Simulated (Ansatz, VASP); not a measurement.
## Ge in VASP and in Ansatz

```
Ge
1.0
     1.49299   -2.60331    0.00000
     1.49299    2.60331    0.00000
     0.00000    0.00000    4.74331
Ge
2
Cartesian
  1.4930 -0.8672 1.1858
  1.4930 0.8672 3.5575
```

Alike in both runs: task single point; functional LDA; k mesh 11 × 11 × 6; occupations methfessel-paxton of order 1, width 0.05 eV; no spin polarisation.

```csv
,VASP,Ansatz
version,VASP 6.6.1,Ansatz 0.2.0
potentials or method,"VASP PAW LDA potentials, release 64 (Ge_d), cutoff 520 eV","plane waves, PAW"
valence electrons in the cell,28,28
```

```tsv
	VASP	Ansatz	Ansatz less VASP
pressure (GPa)	-2.2	-2.1	+0.07
traceless stress, the component that is largest in VASP (GPa)	4.06	4.09	+0.028
```

LDA's correlation is that of Perdew and Zunger in VASP and of Perdew and Wang (1992) in Ansatz.
